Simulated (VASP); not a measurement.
# Si in VASP: further runs

The runs below take Si through single point, relaxation of cell and atoms, with r2SCAN.

Program: VASP 6.6.1. These are calculated values, not measurements. Logs are shortened: lines on timing, memory, paths and dates and some standing lists are left out, and cuts for length are marked.

### 1 The cell of the first run

The typed cell holds 1 atom: a = 2.526 Å, b = 2.526 Å, c = 2.526 Å, α = 89.97°, β = 89.97°, γ = 89.97°.

This isn't the form of Si at room conditions, which is diamond.

### 2 Single point, r2SCAN

POSCAR reads:

```
Si
1.0
    1.7855750100      1.0309022126      1.4591306299
   -1.7855750100      1.0309022126      1.4591306299
    0.0000000000     -2.0618044253      1.4591306299
Si
1
Direct
    0.5000000000      0.5000000000      0.5000000000
```

INCAR.step1 reads:

```
ALGO     = Normal         # electronic algorithm
EDIFF    = 1E-4           # SCF threshold, eV
ENCUT    = 520            # plane-wave cutoff, eV
GGA      = PE             # functional
ISMEAR   = 0              # smearing method
LASPH    = True           # aspherical terms in the spheres
LCHARG   = False          # write CHGCAR
LREAL    = False          # projectors in reciprocal space
LWAVE    = True           # write WAVECAR
NBANDS   = 8              # bands
NELM     = 80             # most SCF steps
PREC     = Accurate       # precision mode
SIGMA    = 0.1            # smearing width, eV
```

INCAR.step2 reads:

```
ALGO     = Normal         # electronic algorithm
EDIFF    = 1E-6           # SCF threshold, eV
ENCUT    = 520            # plane-wave cutoff, eV
ISIF     = 2              # what is computed and relaxed
ISMEAR   = 0              # smearing method
ISTART   = 1            
LASPH    = True           # aspherical terms in the spheres
LCHARG   = False          # write CHGCAR
LMIXTAU  = True         
LREAL    = False          # projectors in reciprocal space
LWAVE    = False          # write WAVECAR
METAGGA  = R2SCAN         # meta-GGA
NBANDS   = 8              # bands
NELM     = 80             # most SCF steps
PREC     = Accurate       # precision mode
SIGMA    = 0.1            # smearing width, eV
```

KPOINTS reads:

```
k-points
0
Gamma
  21 21 21
```

Potentials or basis: VASP PAW PBE potentials, release 64 (Si).

Started as:

```sh
$ cat potpaw_PBE.64/Si/POTCAR > POTCAR
$ cp INCAR.step1 INCAR
$ mpirun -np 1 vasp_std > vasp.out
$ cp INCAR.step2 INCAR
$ mpirun -np 1 vasp_std > vasp.out
```

OUTCAR:

```text
EDIFF = 1E-6
   ENCUT = 520
   ISIF = 2
   ISMEAR = 0
   ISTART = 1
   LASPH = True
   LREAL = False
   METAGGA = R2SCAN
   NELM = 80
   PREC = Accurate

 ion  position               nearest neighbor table
   1  0.500  0.500  0.500-

  LATTYP: Found a trigonal (rhomboedric) cell.
 ALAT       =     2.5258859205
 COS(alpha) =     0.0005553911

  Lattice vectors:

 A1 = (   1.7855750100,   1.0309022126,   1.4591306299)
 A2 = (  -1.7855750100,   1.0309022126,   1.4591306299)
 A3 = (   0.0000000000,  -2.0618044253,   1.4591306299)

Analysis of symmetry for initial positions (statically):
=====================================================================
 Subroutine PRICEL returns:
 Original cell was already a primitive cell.

 Routine SETGRP: Setting up the symmetry group for a
 trigonal (rhombohedral) supercell.

 Subroutine GETGRP returns: Found 12 space group operations
 (whereof 12 operations were pure point group operations)
 out of a pool of 12 trial point group operations.

The static configuration has the point symmetry D_3d.

Analysis of symmetry for dynamics (positions and initial velocities):
=====================================================================
 Subroutine PRICEL returns:
 Original cell was already a primitive cell.

 Routine SETGRP: Setting up the symmetry group for a
 trigonal (rhombohedral) supercell.

 Subroutine GETGRP returns: Found 12 space group operations
 (whereof 12 operations were pure point group operations)
 out of a pool of 12 trial point group operations.

The dynamic configuration has the point symmetry D_3d.

 Subroutine INISYM returns: Found 12 space group operations
 (whereof 12 operations are pure point group operations),
 and found     1 'primitive' translations

----------------------------------------------------------------------------------------

                                     Primitive cell

  volume of cell :      16.1154

  direct lattice vectors                    reciprocal lattice vectors
     1.785575010  1.030902213  1.459130630     0.280021840  0.161670685  0.228446533
    -1.785575010  1.030902213  1.459130630    -0.280021840  0.161670685  0.228446533
     0.000000000 -2.061804425  1.459130630     0.000000000 -0.323341370  0.228446533

  length of vectors
     2.525885921  2.525885921  2.525885920     0.395900820  0.395900820  0.395900820

  position of ions in fractional coordinates (direct lattice)
     0.500000000  0.500000000  0.500000000

  ion indices of the primitive-cell ions
   primitive index   ion index
                 1           1

----------------------------------------------------------------------------------------

 KPOINTS: k-points

Automatic generation of k-mesh.
 Grid dimensions read from file:
 generate k-points for:   21   21   21

 Generating k-lattice:

  Cartesian coordinates                     Fractional coordinates (reciprocal lattice)
     0.013334373  0.007698604  0.010878406     0.047619048  0.000000000  0.000000000
    -0.013334373  0.007698604  0.010878406     0.000000000  0.047619048  0.000000000
     0.000000000 -0.015397208  0.010878406    -0.000000000 -0.000000000  0.047619048

  Length of vectors
     0.018852420  0.018852420  0.018852420

  Shift w.r.t. Gamma in fractional coordinates (k-lattice)
     0.000000000  0.000000000  0.000000000

 Subroutine IBZKPT returns following result:
 ===========================================

 Found    891 irreducible k-points:

 Following reciprocal coordinates:
            Coordinates               Weight
  0.000000  0.000000  0.000000      1.000000
  0.047619  0.000000 -0.000000      6.000000
  0.095238  0.000000  0.000000      6.000000
  0.142857  0.000000  0.000000      6.000000
  0.190476  0.000000  0.000000      6.000000
  0.238095  0.000000 -0.000000      6.000000
[... 16 lines left out ...]
 -0.428571  0.047619  0.000000     12.000000
 -0.380952  0.047619  0.000000     12.000000
 [... further k-points ...]
   k-points           NKPTS =    891   k-points in BZ     NKDIM =    891   number of bands    NBANDS=      8
   number of dos      NEDOS =    301   number of ions     NIONS =      1
   total plane-waves  NPLWV =   8000
   dimension x,y,z NGX =    20 NGY =   20 NGZ =   20
   dimension x,y,z NGXF=    40 NGYF=   40 NGZF=   40
   ions per type =               1
   NGX,Y,Z   is equivalent  to a cutoff of  13.16, 13.16, 13.16 a.u.
   NGXF,Y,Z  is equivalent  to a cutoff of  26.33, 26.33, 26.33 a.u.
 SYSTEM =  unknown system
   PREC   = accura    normal or accurate (medium, high low for compatibility)
   ISTART =      1    job   : 0-new  1-cont  2-samecut
   ICHARG =      0    charge: 1-file 2-atom 10-const
   ISPIN  =      1    spin polarized calculation?
   LNONCOLLINEAR =      F non collinear calculations
   LSORBIT =      F    spin-orbit coupling
   LASPH  =      T    aspherical Exc in radial PAW
   ENCUT  =  520.0 eV  38.22 Ry    6.18 a.u.   4.70  4.70  4.70*2*pi/ulx,y,z
   NELM   =     80;   NELMIN=  2; NELMDL=  0     # of ELM steps
   EDIFF  = 0.1E-05   stopping-criterion for ELM
   LREAL  =      F    real-space projection
   EDIFFG = 0.1E-04   stopping-criterion for IOM
   NSW    =      0    number of steps for IOM
   IBRION =     -1    ionic relax: 0-MD 1-quasi-New 2-CG
   NFREE  =      0    steps in history (QN), initial steepest desc. (CG)
   ISIF   =      2    stress and relaxation
   ISYM   =      2    0-nonsym 1-usesym 2-fastsym
   POTIM  = 0.5000    time-step for ionic-motion
   TEBEG  =    0.0;   TEEND  =   0.0 temperature during run
   PSTRESS=    0.0 pullay stress
   NELECT =       4.0000    total number of electrons
   NUPDOWN=      -1.0000    fix difference up-down
   EMIN   =  10.00;   EMAX   =-10.00  energy-range for DOS
   EFERMI =   0.00;   METHOD = LEGACY
   ISMEAR =     0;   SIGMA  =   0.10  broadening in eV -4-tet -1-fermi 0-gaus
   EFERMI_NEDOS =   21; number of points for ismear=-14 and -15
   IALGO  =     38    algorithm
   IMIX   =      4    mixing-type and parameters
     AMIX     =   0.40;   BMIX     =  1.00
     AMIX_MAG =   1.60;   BMIX_MAG =  1.00
  volume/ion in A,a.u.               =      16.12       108.75
  Fermi-wavevector in a.u.,A,eV,Ry     =   1.028840  1.944226 14.401926  1.058512
  Thomas-Fermi vector in A             =   2.162857
   LORBIT       =      0    0 simple, 1 ext, 2 COOP (PROOUT), +10 PAW based schemes
   METAGGA = R2SCAN    functional components
   LHFCALC =     F    Hartree Fock is set to
   AEXX    =    0.0000 exact exchange contribution
   IVDW    =     0    specifies the selected vdW correction
   LEPSILON=     F    determine dielectric tensor
   LRPA    =     F    only Hartree local field effects (RPA)
 non-spin polarized calculation
 Gauss-broadening in eV      SIGMA  =   0.10
  energy-cutoff  :      520.00
  volume of cell :       16.12
 maximum number of plane-waves:       461
   NGX =  9   NGY =  9   NGZ =  9

 number of electron       4.0000000 magnetization

 Free energy of the ion-electron system (eV)
  ---------------------------------------------------
  ext. energy  EPLUGINS =         0.00000000
  ---------------------------------------------------
  free energy    TOTEN  =        -8.29295332 eV

  energy without entropy =       -8.29051270  energy(sigma->0) =       -8.29173301

 E-fermi :   8.3355     XC(G=0): -11.1960

 val. band max:        8.3340954262   @ k =   0.3810   0.3333  -0.0000
 cond. band min:       8.3433131138   @ k =  -0.2857   0.2381   0.2381
 fundamental gap:      0.0092176876
 Fermi energy:         8.3355286058

 k-point     1 :       0.0000    0.0000    0.0000
  band No.  band energies     occupation
      1      -5.6427      2.00000
      2      16.1518      0.00000
      3      16.1518      0.00000
      4      16.5359      0.00000
      5      16.5359      0.00000
      6      16.5414      0.00000
      7      25.6255      0.00000
      8      34.6325      0.00000

 k-point     2 :       0.0476    0.0000   -0.0000
  band No.  band energies     occupation
      1      -5.5893      2.00000
      2      14.6025      0.00000
      3      16.1951      0.00000
      4      16.5805      0.00000
      5      16.5842      0.00000
      6      18.0191      0.00000
      7      25.8085      0.00000
      8      34.2144      0.00000

 k-point     3 :       0.0952    0.0000    0.0000
  band No.  band energies     occupation
      1      -5.4291      2.00000
      2      12.8642      0.00000
      3      16.3240      0.00000
      4      16.7142      0.00000
      5      16.7178      0.00000
      6      19.5351      0.00000
      7      26.3697      0.00000
      8      33.1746      0.00000

 k-point     4 :       0.1429    0.0000    0.0000
  band No.  band energies     occupation
      1      -5.1629      2.00000
      2      11.1469      0.00000
      3      16.5351      0.00000
      4      16.9359      0.00000
      5      16.9396      0.00000
      6      20.8470      0.00000
      7      27.3172      0.00000
      8      31.8506      0.00000

 k-point     5 :       0.1905    0.0000    0.0000
  band No.  band energies     occupation
      1      -4.7918      2.00000
      2       9.4774      0.00000
      3      16.8217      0.00000
      4      17.2439      0.00000
      5      17.2476      0.00000
      6      21.9440      0.00000
      7      28.5845      0.00000
      8      30.4397      0.00000
[... 177 lines left out ...]
 k-point    22 :      -0.4762    0.0476    0.0000
  band No.  band energies     occupation
      1      -0.8211      2.00000
      2       1.5970      2.00000
      3      17.9514      0.00000
      4      20.1717      0.00000
      5      20.9489      0.00000
      6      22.9084      0.00000
      7      23.9138      0.00000
      8      27.2373      0.00000

 k-point    23 :      -0.4286    0.0476    0.0000
  band No.  band energies     occupation
      1      -1.4875      2.00000
      2       2.4572      2.00000
      3      17.6897      0.00000
      4      19.7946      0.00000
      5      20.5913      0.00000
      6      23.4911      0.00000
      7      24.4738      0.00000
      8      26.7176      0.00000

 k-point    24 :      -0.3810    0.0476    0.0000
  band No.  band energies     occupation
      1      -2.2756      2.00000
      2       3.6322      2.00000
      3      17.2625      0.00000
      4      19.2493      0.00000
      5      20.1149      0.00000
      6      24.3069      0.00000
      7      25.3834      0.00000
      8      26.0668      0.00000

 [... further k-points ...]

------------------------ aborting loop because EDIFF is reached ----------------------------------------

  FORCE on cell =-STRESS in cart. coord.  units (eV):
  Direction    XX          YY          ZZ          XY          YZ          ZX
  --------------------------------------------------------------------------------------
  -------------------------------------------------------------------------------------
  Total       -0.0107558     -0.0107558     -0.0117223      0.0000000      0.0000000      0.0000000
  in kB       -1.0693359     -1.0693359     -1.1654246      0.0000000      0.0000000      0.0000000
  external PRESSURE =      -1.1013654 kB  Pullay stress =       0.0000000 kB

 VOLUME and BASIS-vectors are now :
 -----------------------------------------------------------------------------
  energy-cutoff  :      520.00
  volume of cell :       16.12
      direct lattice vectors                 reciprocal lattice vectors
     1.785575010  1.030902213  1.459130630     0.280021840  0.161670685  0.228446533
    -1.785575010  1.030902213  1.459130630    -0.280021840  0.161670685  0.228446533
     0.000000000 -2.061804425  1.459130630     0.000000000 -0.323341370  0.228446533

 POSITION                                       TOTAL-FORCE (eV/Angst)
 -----------------------------------------------------------------------------------
      0.00000     -0.00000      2.18870         0.000000     -0.000000      0.000000
 -----------------------------------------------------------------------------------
    total drift:                                0.000000     -0.000000     -0.000000

  FREE ENERGIE OF THE ION-ELECTRON SYSTEM (eV)
  ---------------------------------------------------
  free  energy   TOTEN  =        -8.2929533155 eV

  energy  without entropy=       -8.2905126977  energy(sigma->0) =       -8.29173301
```

It took 1.9 min on 1 thread of Intel Xeon 6975P-C (Granite Rapids), shared host; peak memory 0.2 GiB.

Results:

| Quantity | Value |
| --- | --- |
| Free energy | -8.2930 eV |
| Pressure | -0.1 GPa |
| Band gap on the k mesh | zero (bands 2 and 3 overlap by 10.44 eV) |

Levels at points of the mesh, in eV from the Fermi level:
| k point | band 1 | band 2 | band 3 | band 4 | band 5 | band 6 | band 7 |
| --- | --- | --- | --- | --- | --- | --- | --- |
| (0.00, 0.00, 0.00) | -13.98 | 7.82 | 7.82 | 8.20 | 8.20 | 8.21 | 17.29 |

Caveat: the PAW data sets were made with another functional, which shifts forces and pressure a little.

### 3 Relaxation of cell and atoms, r2SCAN

This run uses another cell than the first one, of 16.01 Å³/atom.

POSCAR reads:

```
Si
1.0
    2.5201216971      0.0000000000      0.0000000000
    0.0000000000      2.5201216971      0.0000000000
    0.0000000000      0.0000000000      2.5201216971
Si
1
Direct
    0.0000000000      0.0000000000      0.0000000000
```

INCAR.step1 reads:

```
PREC = Accurate
ENCUT = 600
ISMEAR = 0
SIGMA = 0.1
LREAL = F
LASPH = T
NELM = 80
GGA = PE
ALGO = Normal
EDIFF = 1E-4
LWAVE = T
LCHARG = F
```

INCAR.step2 reads:

```
PREC = Accurate
ENCUT = 600
EDIFF = 1E-7
ISMEAR = 0
SIGMA = 0.1
LREAL = F
LASPH = T
NELM = 80
ALGO = Normal
ISIF = 3
LWAVE = F
LCHARG = F
METAGGA = R2SCAN
LMIXTAU = T
IBRION = 2
NSW = 100
EDIFFG = -0.01
ISTART = 1
```

KPOINTS reads:

```
Automatic mesh
0
Gamma
  22 22 22
```

Potentials or basis: VASP PAW PBE potentials, release 64 (Si).

Started as:

```sh
$ cat potpaw_PBE.64/Si/POTCAR > POTCAR
$ cp INCAR.step1 INCAR
$ mpirun -np 1 vasp_std > vasp.out
$ cp INCAR.step2 INCAR
$ mpirun -np 1 vasp_std > vasp.out
```

Run time: 1.8 min. Hardware: 1 thread of Intel Xeon 6975P-C (Granite Rapids), shared host; peak memory 0.15 GiB.

Results (log left out):

```yaml
Free_energy: -8.2945 eV
Relaxed_volume: 16.10 Å³/atom
Relaxed_cell: a = 2.525 Å, b = 2.525 Å, c = 2.525 Å, α = 90.00°, β = 90.00°, γ = 90.00°
Space_group_after_relaxing_to_0.1_Å: Pm-3m (No. 221)
Energy_gained_by_relaxing: 0.2 meV/atom
Ionic_steps: 3
Pressure_after_relaxing: 0.0 GPa
Band_gap_on_the_k_mesh: zero (bands 2 and 3 overlap by 10.95 eV)
```

Step by step:
```csv
step,energy change (eV),largest force (eV/Å),pressure (GPa),volume (Å³)
1,0.0000,0.0000,0.64,16.01
2,-0.0001,0.0000,-0.33,16.15
3,-0.0002,0.0000,0.00,16.10
```

Final structure:
```cif
data_structure
_symmetry_space_group_name_H-M 'P 1'
_symmetry_Int_Tables_number 1
_cell_length_a 2.5252
_cell_length_b 2.5252
_cell_length_c 2.5252
_cell_angle_alpha 90.000
_cell_angle_beta 90.000
_cell_angle_gamma 90.000
_cell_volume 16.10
loop_
_atom_site_label
_atom_site_type_symbol
_atom_site_fract_x
_atom_site_fract_y
_atom_site_fract_z
_atom_site_occupancy
Si1 Si 0.00000 0.00000 0.00000 1
```

Levels at points of the mesh, in eV from the Fermi level:
```csv
k point,band 1,band 2,band 3,band 4,band 5
"(0.00, 0.00, 0.00)",-14.04,7.76,7.76,8.15,8.15
"(0.50, 0.00, 0.00)",-9.15,-7.00,10.54,11.80,11.80
"(0.50, 0.50, 0.00)",-3.60,-3.19,-3.19,1.66,15.39
"(0.50, 0.50, 0.50)",0.47,0.47,0.47,4.16,5.34
```

Caveat: the PAW data sets were made with another functional, which shifts forces and pressure a little.

(Continued in part 2 of 2.)
